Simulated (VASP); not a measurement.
# Al (Fm-3m) in VASP: further runs

Al is run at these levels: LDA; tasks: single point, relaxation of cell and atoms.

Program: VASP 6.6.1. These are calculated values, not measurements. Logs are shortened: lines on timing, memory, paths and dates and some standing lists are left out, and cuts for length are marked.

### Step 1. The cell of the first run

Symmetry: Fm-3m, No. 225, cubic system. Conventional cell: a = 3.984 Å, b = 3.984 Å, c = 3.984 Å, α = 90.00°, β = 90.00°, γ = 90.00°. Within 3.7 Å of Al (site symmetry m-3m) lie 12 Al at 2.82 Å.

### Step 2. Single point, LDA

INCAR

```
SYSTEM = Al
  PREC = Accurate
  ENCUT = 520
  EDIFF = 1E-6
  ISMEAR = 1
  SIGMA = 0.1
  LREAL = .False.
  LASPH = .True.
  NELM = 100
  ALGO = Normal
  ISIF = 2
  LWAVE = .False.
  LCHARG = .True.
  LELF = .True.
  LVHAR = .True.
  NBANDS = 8
```

KPOINTS

```
regular mesh
0
Gamma
  18 18 18
  0 0 0
```

POSCAR

```
Al
1.0
    0.0000000000      1.9921985984      1.9921985984
    1.9921985984      0.0000000000      1.9921985984
    1.9921985984      1.9921985984      0.0000000000
Al
1
Direct
    0.0000000000      0.0000000000      0.0000000000
```

Potentials or basis: VASP PAW LDA potentials, release 64 (Al).

Run with:

```bash
> cat potpaw_LDA.64/Al/POTCAR > POTCAR
> mpirun -np 1 vasp_std > vasp.out
```

OUTCAR:

```text
SYSTEM = Al
   PREC = Accurate
   ENCUT = 520
   EDIFF = 1E-6
   ISMEAR = 1
   LREAL = .False.
   LASPH = .True.
   NELM = 100
   ISIF = 2

 ion  position               nearest neighbor table
   1  0.000  0.000  0.000-

  LATTYP: Found a face centered cubic cell.
 ALAT       =     3.9843971968

  Lattice vectors:

 A1 = (   0.0000000000,   1.9921985984,   1.9921985984)
 A2 = (   1.9921985984,   0.0000000000,   1.9921985984)
 A3 = (   1.9921985984,   1.9921985984,   0.0000000000)

Analysis of symmetry for initial positions (statically):
=====================================================================
 Subroutine PRICEL returns:
 Original cell was already a primitive cell.

 Routine SETGRP: Setting up the symmetry group for a
 face centered cubic supercell.

 Subroutine GETGRP returns: Found 48 space group operations
 (whereof 48 operations were pure point group operations)
 out of a pool of 48 trial point group operations.

The static configuration has the point symmetry O_h .

Analysis of symmetry for dynamics (positions and initial velocities):
=====================================================================
 Subroutine PRICEL returns:
 Original cell was already a primitive cell.

 Routine SETGRP: Setting up the symmetry group for a
 face centered cubic supercell.

 Subroutine GETGRP returns: Found 48 space group operations
 (whereof 48 operations were pure point group operations)
 out of a pool of 48 trial point group operations.

The dynamic configuration has the point symmetry O_h .

 Subroutine INISYM returns: Found 48 space group operations
 (whereof 48 operations are pure point group operations),
 and found     1 'primitive' translations

----------------------------------------------------------------------------------------

                                     Primitive cell

  volume of cell :      15.8135

  direct lattice vectors                    reciprocal lattice vectors
     0.000000000  1.992198598  1.992198598    -0.250978994  0.250978994  0.250978994
     1.992198598  0.000000000  1.992198598     0.250978994 -0.250978994  0.250978994
     1.992198598  1.992198598  0.000000000     0.250978994  0.250978994 -0.250978994

  length of vectors
     2.817394277  2.817394277  2.817394277     0.434708369  0.434708369  0.434708369

  position of ions in fractional coordinates (direct lattice)
     0.000000000  0.000000000  0.000000000

[... 77 lines left out ...]
   EDIFFG = 0.1E-04   stopping-criterion for IOM
   NSW    =      0    number of steps for IOM
   IBRION =     -1    ionic relax: 0-MD 1-quasi-New 2-CG
   NFREE  =      0    steps in history (QN), initial steepest desc. (CG)
   ISIF   =      2    stress and relaxation
   ISYM   =      2    0-nonsym 1-usesym 2-fastsym
   POTIM  = 0.5000    time-step for ionic-motion
   TEBEG  =    0.0;   TEEND  =   0.0 temperature during run
   PSTRESS=    0.0 pullay stress
   NELECT =       3.0000    total number of electrons
   NUPDOWN=      -1.0000    fix difference up-down
   EMIN   =  10.00;   EMAX   =-10.00  energy-range for DOS
   EFERMI =   0.00;   METHOD = LEGACY
   ISMEAR =     1;   SIGMA  =   0.10  broadening in eV -4-tet -1-fermi 0-gaus
   EFERMI_NEDOS =   21; number of points for ismear=-14 and -15
   IALGO  =     38    algorithm
   IMIX   =      4    mixing-type and parameters
     AMIX     =   0.40;   BMIX     =  1.00
     AMIX_MAG =   1.60;   BMIX_MAG =  1.00
  volume/ion in A,a.u.               =      15.81       106.71
  Fermi-wavevector in a.u.,A,eV,Ry     =   0.940674  1.777617 12.039362  0.884868
  Thomas-Fermi vector in A             =   2.068110
   LORBIT       =      0    0 simple, 1 ext, 2 COOP (PROOUT), +10 PAW based schemes
   GGA     = CA    functional components
   LHFCALC =     F    Hartree Fock is set to
   AEXX    =    0.0000 exact exchange contribution
   IVDW    =     0    specifies the selected vdW correction
   LEPSILON=     F    determine dielectric tensor
   LRPA    =     F    only Hartree local field effects (RPA)
 non-spin polarized calculation
 Methfessel and Paxton  Order N= 1 SIGMA  =   0.10
  energy-cutoff  :      520.00
  volume of cell :       15.81
 maximum number of plane-waves:       444
 NGX is ok and might be reduce to    24
   NGX = 11   NGY = 11   NGZ = 11

 number of electron       3.0000000 magnetization

 Free energy of the ion-electron system (eV)
  ---------------------------------------------------
  ext. energy  EPLUGINS =         0.00000000
  ---------------------------------------------------
  free energy    TOTEN  =        -4.18865814 eV

  energy without entropy =       -4.18795088  energy(sigma->0) =       -4.18842239

 E-fermi :   8.2313     XC(G=0): -10.5018

 val. band max:        8.2129236765   @ k =  -0.2778   0.2778   0.0556
 cond. band min:       8.2379161551   @ k =  -0.4444   0.3333   0.1111
 fundamental gap:      0.0249924786
 Fermi energy:         8.2313269445

 k-point     1 :       0.0000    0.0000    0.0000
  band No.  band energies     occupation
      1      -3.1566      2.00000
      2      21.0424      0.00000
      3      21.0424      0.00000
      4      21.0424      0.00000
      5      22.6930      0.00000
      6      22.6930      0.00000
      7      22.6930      0.00000
      8      25.1636      0.00000
[... 243 lines left out ...]
 k-point    24 :      -0.2222    0.0556    0.0000
  band No.  band energies     occupation
      1      -1.4735      2.00000
      2      12.1568      0.00000
      3      17.7170      0.00000
      4      20.6098      0.00000
      5      22.3785      0.00000
      6      23.5427      0.00000
      7      23.9237      0.00000
      8      26.1518      0.00000

 [... further k-points ...]

------------------------ aborting loop because EDIFF is reached ----------------------------------------

  FORCE on cell =-STRESS in cart. coord.  units (eV):
  Direction    XX          YY          ZZ          XY          YZ          ZX
  --------------------------------------------------------------------------------------
  -------------------------------------------------------------------------------------
  Total        0.0021382      0.0021382      0.0021382     -0.0000000     -0.0000000     -0.0000000
  in kB        0.2166316      0.2166316      0.2166316     -0.0000000     -0.0000000     -0.0000000
  external PRESSURE =       0.2166316 kB  Pullay stress =       0.0000000 kB

 VOLUME and BASIS-vectors are now :
 -----------------------------------------------------------------------------
  energy-cutoff  :      520.00
  volume of cell :       15.81
      direct lattice vectors                 reciprocal lattice vectors
     0.000000000  1.992198598  1.992198598    -0.250978994  0.250978994  0.250978994
     1.992198598  0.000000000  1.992198598     0.250978994 -0.250978994  0.250978994
     1.992198598  1.992198598  0.000000000     0.250978994  0.250978994 -0.250978994

 POSITION                                       TOTAL-FORCE (eV/Angst)
 -----------------------------------------------------------------------------------
      0.00000      0.00000      0.00000        -0.000000     -0.000000     -0.000000
 -----------------------------------------------------------------------------------
    total drift:                                0.000000     -0.000000     -0.000000

  FREE ENERGIE OF THE ION-ELECTRON SYSTEM (eV)
  ---------------------------------------------------
  free  energy   TOTEN  =        -4.1886581376 eV

  energy  without entropy=       -4.1879508808  energy(sigma->0) =       -4.18842239
```

OSZICAR:

```text
N       E                     dE             d eps       ncg     rms          rms(c)
DAV:   1    -0.272864387228E+01   -0.27286E+01   -0.87701E+02  3144   0.206E+02
DAV:   2    -0.421142515276E+01   -0.14828E+01   -0.14052E+01  4328   0.190E+01
DAV:   3    -0.421847536162E+01   -0.70502E-02   -0.70419E-02  3992   0.146E+00
DAV:   4    -0.421848744973E+01   -0.12088E-04   -0.12089E-04  4848   0.562E-02
DAV:   5    -0.421848746463E+01   -0.14896E-07   -0.14184E-07  4088   0.105E-03    0.144E+00
DAV:   6    -0.420039566215E+01    0.18092E-01   -0.23707E-03  4016   0.193E-01    0.809E-01
DAV:   7    -0.418868265180E+01    0.11713E-01   -0.59388E-03  4056   0.301E-01    0.168E-01
DAV:   8    -0.418865838774E+01    0.24264E-04   -0.18326E-05  4648   0.277E-02    0.143E-02
DAV:   9    -0.418865813761E+01    0.25013E-06   -0.14216E-07  4240   0.179E-03
   1 F= -.41886581E+01 E0= -.41884224E+01  d E =-.707257E-03
```

stdout:

```text
POSCAR found type information on POSCAR Al
 POSCAR found :  1 types and       1 ions
 scaLAPACK will be used
 LDA part: xc-table for (Slater(with rela. corr.)+CA(PZ))
 , standard interpolation
 POSCAR, INCAR and KPOINTS ok, starting setup
 FFT: planning ... GRIDC
 FFT: planning ... GRID_SOFT
 FFT: planning ... GRID
 WAVECAR not read
 entering main loop
```

Wall time 14 s (1 thread of AMD EPYC 9R45 (Zen 5), shared host); peak memory 0.1 GiB.

Results:

* Free energy: -4.1887 eV
* Pressure: 0.0 GPa
* Band gap on the k mesh: zero (an odd number of electrons rules out a gap without spin polarisation)

### Step 3. Relaxation of cell and atoms, LDA

This run uses another cell than the first one, of 16.60 Å³/atom.

INCAR

```
ALGO = Normal ; EDIFF = 1E-6
EDIFFG = -0.03 ; ENCUT = 600
GGA = CA ; IBRION = 2
ISIF = 3 ; ISMEAR = 1
LASPH = T ; LCHARG = F
LREAL = F ; LWAVE = F
NELM = 100 ; NSW = 80
PREC = Accurate ; SIGMA = 0.1
```

KPOINTS

```
k-points
0
Gamma
  18 18 18
```

POSCAR

```
Al
1.0
    0.0000000000      2.0248100000      2.0248100000
    2.0248100000      0.0000000000      2.0248100000
    2.0248100000      2.0248100000      0.0000000000
Al
1
Direct
    0.0000000000      0.0000000000      0.0000000000
```

Potentials or basis: VASP PAW LDA potentials, release 64 (Al).

Run with:

```bash
> cat potpaw_LDA.64/Al/POTCAR > POTCAR
> mpirun -np 1 vasp_std > vasp.out
```

Run time: 15 s. Hardware: 1 thread of AMD EPYC 9R45 (Zen 5), shared host; peak memory 0.11 GiB.

The run converged. Its results:

| Property | Result |
| --- | --- |
| Free energy | -4.1887 eV |
| Relaxed volume | 15.82 Å³/atom |
| Relaxed cell | a = 2.818 Å, b = 2.818 Å, c = 2.818 Å, α = 60.00°, β = 60.00°, γ = 60.00° |
| Space group after relaxing (to 0.1 Å) | Fm-3m (No. 225) |
| Energy gained by relaxing | 9.0 meV/atom |
| Ionic steps | 3 |
| Pressure after relaxing | 0.0 GPa |
| Band gap on the k mesh | zero (an odd number of electrons rules out a gap without spin polarisation) |

The path:
```
step  energy change (eV)  largest force (eV/Å)  pressure (GPa)  volume (Å³)
   1              0.0000                0.0000           -3.55        16.60
   2             -0.0089                0.0000            0.43        15.73
   3             -0.0090                0.0000            0.00        15.82
```

Final structure:
```
Al
1.0
     0.00000    1.99239    1.99239
     1.99239    0.00000    1.99239
     1.99239    1.99239    0.00000
Al
1
Direct
  0.00000 0.00000 0.00000
```

Levels at points of the mesh, in eV from the Fermi level:
```
           k point  band 1  band 2  band 3  band 4  band 5
(0.00, 0.00, 0.00)  -11.39   12.81   12.81   12.81   14.46
(0.50, 0.00, 0.00)   -4.71   -4.44   11.64   11.64   11.70
(0.50, 0.50, 0.00)   -2.99   -1.61    5.31    5.74    5.74
```

LDA usually gives volumes a few per cent too small. Zero-point motion and thermal expansion aren't in these numbers.
